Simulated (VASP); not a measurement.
# SiS2 (Ibam) in VASP: notebook

SiS2 is run at these levels: RPBE, r2SCAN+D3(BJ); tasks: relaxation of shape and atoms at fixed volume, single point.

All numbers are computed with VASP 6.6.1; they aren't measurements. Logs are shortened: lines on timing, memory, paths and dates and some standing lists are left out, and cuts for length are marked.

### Step 1. The cell of the first run

Symmetry: Ibam, No. 72, orthorhombic system. Conventional cell: a = 7.030 Å, b = 12.606 Å, c = 5.663 Å, α = 90.00°, β = 90.00°, γ = 90.00°. Si (site symmetry 222) has 4 S at 2.17 Å and 2 Si at 2.83 Å within 2.9 Å. Within 2.9 Å of S (site symmetry m) lie 2 Si at 2.17 Å.

### Step 2. Relaxation of shape and atoms at fixed volume, RPBE (41.82 Å³/atom)

Contents of INCAR:

```
PREC = Accurate ; ENCUT = 500
EDIFF = 1E-7 ; ISMEAR = 0
SIGMA = 0.05 ; LREAL = F
LASPH = T ; NELM = 120
ALGO = Normal ; ISIF = 4
LWAVE = F ; LCHARG = F
GGA = RP ; IBRION = 2
NSW = 60 ; EDIFFG = -0.01
GGA_COMPAT = F ; NELMIN = 4
```

Contents of KPOINTS:

```
regular mesh
0
Gamma
  6 6 6
```

Contents of POSCAR:

```
SiS2
1.0
   -3.5148931214      6.3030945044      2.8314258957
    3.5148931214     -6.3030945044      2.8314258957
    3.5148931214      6.3030945044     -2.8314258957
Si S
2 4
Direct
    0.7500000000      0.7500000000      0.0000000000
    0.2500000000      0.2500000000      0.0000000000
    0.9075188361      0.8341839134      0.7417027495
    0.0924811639      0.1658160866      0.2582972505
    0.4075188361      0.6658160866      0.0733349227
    0.5924811639      0.3341839134      0.9266650773
```

Potentials or basis: VASP PAW PBE potentials, release 64 (Si, S).

Launch:

```bash
cat potpaw_PBE.64/Si/POTCAR potpaw_PBE.64/S/POTCAR > POTCAR
mpirun -np 1 vasp_std > vasp.out
```

OUTCAR:

```text
PREC = Accurate
   ENCUT = 500
   EDIFF = 1E-7
   ISMEAR = 0
   LREAL = F
   LASPH = T
   NELM = 120
   ISIF = 4
   GGA = RP
   IBRION = 2
   NSW = 60
   EDIFFG = -0.01
   NELMIN = 4

 ion  position               nearest neighbor table
   1  0.750  0.750  0.000-   5 2.17   4 2.17   3 2.17   6 2.17   2 2.83   2 2.83
   2  0.250  0.250  0.000-   6 2.17   4 2.17   3 2.17   5 2.17   1 2.83   1 2.83
   3  0.908  0.834  0.742-   1 2.17   2 2.17
   4  0.092  0.166  0.258-   1 2.17   2 2.17
   5  0.408  0.666  0.073-   1 2.17   2 2.17
   6  0.592  0.334  0.927-   2 2.17   1 2.17

  LATTYP: Found a body centered orthorhombic cell.
 ALAT       =     5.6628517914
 B/A-ratio  =     1.2413862311
 C/A-ratio  =     2.2261202435

  Lattice vectors:

 A1 = (   3.5148931214,   6.3030945044,  -2.8314258957)
 A2 = (  -3.5148931214,   6.3030945044,   2.8314258957)
 A3 = (   3.5148931214,  -6.3030945044,   2.8314258957)

Analysis of symmetry for initial positions (statically):
=====================================================================
 Subroutine PRICEL returns:
 Original cell was already a primitive cell.

 Routine SETGRP: Setting up the symmetry group for a
 body centered orthorhombic supercell.

 Subroutine GETGRP returns: Found  8 space group operations
 (whereof  4 operations were pure point group operations)
 out of a pool of  8 trial point group operations.

The static configuration has the point symmetry C_2h.
 The point group associated with its full space group is D_2h.

Analysis of symmetry for dynamics (positions and initial velocities):
=====================================================================
 Subroutine PRICEL returns:
 Original cell was already a primitive cell.

 Routine SETGRP: Setting up the symmetry group for a
 body centered orthorhombic supercell.

 Subroutine GETGRP returns: Found  8 space group operations
 (whereof  4 operations were pure point group operations)
 out of a pool of  8 trial point group operations.

The dynamic configuration has the point symmetry C_2h.
 The point group associated with its full space group is D_2h.

 Subroutine INISYM returns: Found  8 space group operations
 (whereof  4 operations are pure point group operations),
 and found     1 'primitive' translations

----------------------------------------------------------------------------------------

                                     Primitive cell

  volume of cell :     250.9176

  direct lattice vectors                    reciprocal lattice vectors
    -3.514893121  6.303094504  2.831425896     0.000000000  0.079326115  0.176589471
     3.514893121 -6.303094504  2.831425896     0.142251836  0.000000000  0.176589471
     3.514893121  6.303094504 -2.831425896     0.142251836  0.079326115  0.000000000

  length of vectors
     7.752447780  7.752447780  7.752447780     0.193588413  0.226758519  0.162874852

  position of ions in fractional coordinates (direct lattice)
     0.750000000  0.750000000  0.000000000
     0.250000000  0.250000000  0.000000000
     0.907518836  0.834183913  0.741702749
     0.092481164  0.165816087  0.258297251
     0.407518836  0.665816087  0.073334923
     0.592481164  0.334183913  0.926665077

  ion indices of the primitive-cell ions
   primitive index   ion index
                 1           1
                 2           2
                 3           3
                 4           4
                 5           5
                 6           6

----------------------------------------------------------------------------------------

 KPOINTS: regular mesh

Automatic generation of k-mesh.
 Grid dimensions read from file:
 generate k-points for:    6    6    6

 Generating k-lattice:

  Cartesian coordinates                     Fractional coordinates (reciprocal lattice)
     0.000000000  0.013221019  0.029431578     0.166666667 -0.000000000  0.000000000
     0.023708639  0.000000000  0.029431578    -0.000000000  0.166666667  0.000000000
     0.023708639  0.013221019  0.000000000     0.000000000  0.000000000  0.166666667

  Length of vectors
     0.032264736  0.037793087  0.027145809

  Shift w.r.t. Gamma in fractional coordinates (k-lattice)
     0.000000000  0.000000000  0.000000000

 Subroutine IBZKPT returns following result:
 ===========================================

 Found     46 irreducible k-points:

 Following reciprocal coordinates:
            Coordinates               Weight
  0.000000  0.000000  0.000000      1.000000
  0.166667  0.000000  0.000000      4.000000
  0.333333 -0.000000  0.000000      4.000000
  0.500000 -0.000000  0.000000      2.000000
  0.000000  0.166667  0.000000      4.000000
  0.166667  0.166667  0.000000      8.000000
[... 16 lines left out ...]
 -0.166667  0.166667  0.166667      2.000000
  0.166667  0.333333  0.166667      4.000000
 [... further k-points ...]
   k-points           NKPTS =     46   k-points in BZ     NKDIM =     46   number of bands    NBANDS=     20
   number of dos      NEDOS =    301   number of ions     NIONS =      6
   total plane-waves  NPLWV = 216000
   dimension x,y,z NGX =    60 NGY =   60 NGZ =   60
   dimension x,y,z NGXF=   120 NGYF=  120 NGZF=  120
   ions per type =               2   4
   NGX,Y,Z   is equivalent  to a cutoff of  12.87, 12.87, 12.87 a.u.
   NGXF,Y,Z  is equivalent  to a cutoff of  25.73, 25.73, 25.73 a.u.
 SYSTEM =  unknown system
   PREC   = accura    normal or accurate (medium, high low for compatibility)
   ISTART =      0    job   : 0-new  1-cont  2-samecut
   ICHARG =      2    charge: 1-file 2-atom 10-const
   ISPIN  =      1    spin polarized calculation?
   LNONCOLLINEAR =      F non collinear calculations
   LSORBIT =      F    spin-orbit coupling
   LASPH  =      T    aspherical Exc in radial PAW
   ENCUT  =  500.0 eV  36.75 Ry    6.06 a.u.  14.13 14.13 14.13*2*pi/ulx,y,z
   NELM   =    120;   NELMIN=  4; NELMDL= -5     # of ELM steps
   EDIFF  = 0.1E-06   stopping-criterion for ELM
   LREAL  =      F    real-space projection
   EDIFFG = -.1E-01   stopping-criterion for IOM
   NSW    =     60    number of steps for IOM
   IBRION =      2    ionic relax: 0-MD 1-quasi-New 2-CG
   NFREE  =      1    steps in history (QN), initial steepest desc. (CG)
   ISIF   =      4    stress and relaxation
   ISYM   =      2    0-nonsym 1-usesym 2-fastsym
   POTIM  = 0.5000    time-step for ionic-motion
   TEBEG  =    0.0;   TEEND  =   0.0 temperature during run
   PSTRESS=    0.0 pullay stress
   NELECT =      32.0000    total number of electrons
   NUPDOWN=      -1.0000    fix difference up-down
   EMIN   =  10.00;   EMAX   =-10.00  energy-range for DOS
   EFERMI =   0.00;   METHOD = LEGACY
   ISMEAR =     0;   SIGMA  =   0.05  broadening in eV -4-tet -1-fermi 0-gaus
   EFERMI_NEDOS =   21; number of points for ismear=-14 and -15
   IALGO  =     38    algorithm
   IMIX   =      4    mixing-type and parameters
     AMIX     =   0.40;   BMIX     =  1.00
     AMIX_MAG =   1.60;   BMIX_MAG =  1.00
  volume/ion in A,a.u.               =      41.82       282.21
  Fermi-wavevector in a.u.,A,eV,Ry     =   0.824039  1.557208  9.238904  0.679040
  Thomas-Fermi vector in A             =   1.935654
   LORBIT       =      0    0 simple, 1 ext, 2 COOP (PROOUT), +10 PAW based schemes
   GGA     = RP    functional components
   LHFCALC =     F    Hartree Fock is set to
   AEXX    =    0.0000 exact exchange contribution
   IVDW    =     0    specifies the selected vdW correction
   LEPSILON=     F    determine dielectric tensor
   LRPA    =     F    only Hartree local field effects (RPA)
 conjugate gradient relaxation of ions
 non-spin polarized calculation
 Gauss-broadening in eV      SIGMA  =   0.05
  energy-cutoff  :      500.00
  volume of cell :      250.92
 maximum number of plane-waves:      6405
 NGX is ok and might be reduce to    60
   NGX = 29   NGY = 29   NGZ = 29

--------------------------------------- Ionic step        1  -------------------------------------------

 number of electron      32.0000000 magnetization

 Free energy of the ion-electron system (eV)
  ---------------------------------------------------
  ext. energy  EPLUGINS =         0.00000000
  ---------------------------------------------------
  free energy    TOTEN  =       -30.25125590 eV

  energy without entropy =      -30.25125590  energy(sigma->0) =      -30.25125590

------------------------ aborting loop because EDIFF is reached ----------------------------------------

  FORCE on cell =-STRESS in cart. coord.  units (eV):
  Direction    XX          YY          ZZ          XY          YZ          ZX
  --------------------------------------------------------------------------------------
  -------------------------------------------------------------------------------------
  Total       -1.2511490     -1.2655288     -1.9620107      0.0000000      0.0000000      0.0000000
  in kB       -7.9889274     -8.0807463    -12.5279736      0.0000000      0.0000000      0.0000000
  external PRESSURE =      -9.5325491 kB  Pullay stress =       0.0000000 kB
[... 145 lines left out ...]
  energy  without entropy=      -30.2685647682  energy(sigma->0) =      -30.26856477

--------------------------------------- Ionic step        5  -------------------------------------------

 number of electron      31.9999999 magnetization

 Free energy of the ion-electron system (eV)
  ---------------------------------------------------
  ext. energy  EPLUGINS =         0.00000000
  ---------------------------------------------------
  free energy    TOTEN  =       -30.26862483 eV

  energy without entropy =      -30.26862483  energy(sigma->0) =      -30.26862483

 E-fermi :  -1.1077     XC(G=0):  -5.7990

 val. band max:       -1.3524466957   @ k =  -0.3333   0.3333   0.1667
 cond. band min:       1.9364763608   @ k =  -0.3333  -0.3333   0.3333
 fundamental gap:      3.2889230565
 Fermi energy:        -1.1077080283

 k-point     1 :       0.0000    0.0000    0.0000
  band No.  band energies     occupation
      1     -15.5118      2.00000
      2     -13.6191      2.00000
      3     -13.1061      2.00000
      4     -13.1055      2.00000
      5      -8.7063      2.00000
      6      -6.8002      2.00000
[... 12 lines left out ...]
     19       3.1165      0.00000
[... 513 lines left out ...]
      4     -13.0946      2.00000
      5      -7.2956      2.00000
      6      -7.2956      2.00000
[... 12 lines left out ...]
     19       3.4539      0.00000
     20       3.4539      0.00000

 [... further k-points ...]

------------------------ aborting loop because EDIFF is reached ----------------------------------------

  FORCE on cell =-STRESS in cart. coord.  units (eV):
  Direction    XX          YY          ZZ          XY          YZ          ZX
  --------------------------------------------------------------------------------------
  -------------------------------------------------------------------------------------
  Total       -0.0823227     -0.0939950     -0.0880244     -0.0000000      0.0000000      0.0000000
  in kB       -0.5256531     -0.6001837     -0.5620598     -0.0000000      0.0000000      0.0000000
  external PRESSURE =      -0.5626322 kB  Pullay stress =       0.0000000 kB
[... 21 lines left out ...]
  FREE ENERGIE OF THE ION-ELECTRON SYSTEM (eV)
  ---------------------------------------------------
  free  energy   TOTEN  =       -30.2686248303 eV

  energy  without entropy=      -30.2686248303  energy(sigma->0) =      -30.26862483

 reached required accuracy - stopping structural energy minimisation
```

Wall time 33 min (1 thread of Oxide Virtual Turin-like, shared host); peak memory 0.59 GiB.

What came out:

- Free energy: -30.2686 eV
- Energy gained by relaxing: 2.9 meV/atom
- Ionic steps: 5
- Pressure after relaxing: -0.1 GPa
- Band gap on the k mesh: 3.29 eV (least direct gap 3.66 eV)

Step by step:
```tsv
step	energy change (eV)	largest force (eV/Å)	pressure (GPa)	volume (Å³)
1	0.0000	0.3586	-0.95	250.92
2	-0.0161	0.0352	-0.23	250.92
3	-0.0165	0.0240	-0.10	250.92
4	-0.0173	0.0059	-0.07	250.92
5	-0.0174	0.0007	-0.06	250.92
```

Final structure:
```xyz
6
Lattice="-3.5298 6.3279 2.8084 3.5298 -6.3279 2.8084 3.5298 6.3279 -2.8084" Properties=species:S:1:pos:R:3 pbc="T T T"
Si    0.0000    0.0000    4.2126
Si    0.0000    0.0000    1.4042
S     2.3732    5.1715    2.8084
S     1.1566    1.1564    0.0000
S     1.1566   -1.1564    2.8084
S     2.3732    7.4843    0.0000
```

Caveat: the PAW data sets were made with another functional, which shifts forces and pressure a little; this functional lacks dispersion, which binds layers or chains, so the pressure and a relaxed spacing across them are unreliable.

(Part 1 of 2 ends here.)
